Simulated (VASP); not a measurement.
Write the native input for VASP 6.6.1 that does the following.

- Task: single point
- Functional: HSE06
- Potentials or basis: VASP PAW PBE potentials, release 64 (Pb_d, I)
- Cutoff: 400 eV
- k mesh: 6 × 6 × 2
- Occupations: gaussian, width 0.01 eV
- Spin: no spin polarisation
- Dipole correction: no
- Grid for exact exchange (PRECFOCK): Normal
- Further INCAR settings: ALGO = Normal; EDIFF = 1e-06; NBANDS = 21
- Share of exact exchange: 0.25
- Screening parameter: 0.2079 1/Å

The system is PbI2.

```
Pb I
1.0
     4.56408    0.00000    0.00000
    -2.28204    3.95261    0.00000
     0.00000    0.00000    7.04751
Pb I
1 2
Cartesian
  0.0000 0.0000 0.0000
  0.0000 2.6351 1.8796
  2.2820 1.3175 5.1679
```

These files were run (other wordings do the same):

POSCAR

```
PbI2
1.0
    4.5640817433      0.0000000000      0.0000000000
   -2.2820408717      3.9526107346      0.0000000000
    0.0000000000      0.0000000000      7.0475120655
Pb I
1 2
Direct
    0.0000000000      0.0000000000      0.0000000000
    0.3333333333      0.6666666667      0.2667068000
    0.6666666667      0.3333333333      0.7332932000
```

INCAR.step1

```
SYSTEM = PbI2
PREC     = Accurate       ! precision mode
ENCUT    = 400            ! plane-wave cutoff, eV
EDIFF    = 1E-5           ! SCF threshold, eV
ISMEAR   = 0              ! smearing method
SIGMA    = 0.01           ! smearing width, eV
LREAL    = .FALSE.        ! projectors in reciprocal space
LASPH    = .TRUE.         ! aspherical terms in the spheres
NELM     = 120            ! most SCF steps
ALGO     = Normal         ! electronic algorithm
ISIF     = 2              ! what is computed and relaxed
LWAVE    = .TRUE.         ! write WAVECAR
LCHARG   = .FALSE.        ! write CHGCAR
NBANDS   = 21             ! bands
GGA      = PE             ! functional
GGA_COMPAT= .FALSE.
```

INCAR.step2

```
SYSTEM = PbI2
PREC     = Accurate       ! precision mode
ENCUT    = 400            ! plane-wave cutoff, eV
EDIFF    = 1E-6           ! SCF threshold, eV
ISMEAR   = 0              ! smearing method
SIGMA    = 0.01           ! smearing width, eV
LREAL    = .FALSE.        ! projectors in reciprocal space
LASPH    = .TRUE.         ! aspherical terms in the spheres
NELM     = 120            ! most SCF steps
ALGO     = Normal         ! electronic algorithm
ISIF     = 2              ! what is computed and relaxed
LWAVE    = .FALSE.        ! write WAVECAR
LCHARG   = .FALSE.        ! write CHGCAR
GGA      = PE             ! functional
LHFCALC  = .TRUE.         ! exact exchange
HFSCREEN = 0.2079         ! screening, 1/A
PRECFOCK = Normal       
NBANDS   = 21             ! bands
ISTART   = 1            
GGA_COMPAT= .FALSE.
```

KPOINTS

```
Automatic mesh
0
G
  6 6 2
  0 0 0
```

Potentials or basis: VASP PAW PBE potentials, release 64 (Pb_d, I).

Command:

```sh
$ cat potpaw_PBE.64/Pb_d/POTCAR potpaw_PBE.64/I/POTCAR > POTCAR
$ cp INCAR.step1 INCAR
$ mpirun -np 1 vasp_std > vasp.out
$ cp INCAR.step2 INCAR
$ mpirun -np 1 vasp_std > vasp.out
```

Results of the run:

| Property | Result |
| --- | --- |
| Pressure | 0.7 GPa |
| Largest force | 0.077 eV/Å |
| Band gap on the k mesh | 2.93 eV |

Caveat: the k points lie up to 0.45 Å⁻¹ apart; the PAW data sets were made with another functional, which shifts forces and pressure a little; spin-orbit coupling is left out, which moves the levels of the heavy elements; this functional lacks dispersion, which binds layers or chains, so the pressure and a relaxed spacing across them are unreliable.

Run time: 35 min on 1 thread of Intel(R) Xeon(R) Platinum 8259CL CPU @ 2.50GHz (Skylake/Cascade Lake) (shared host), peak memory 0.33 GiB.
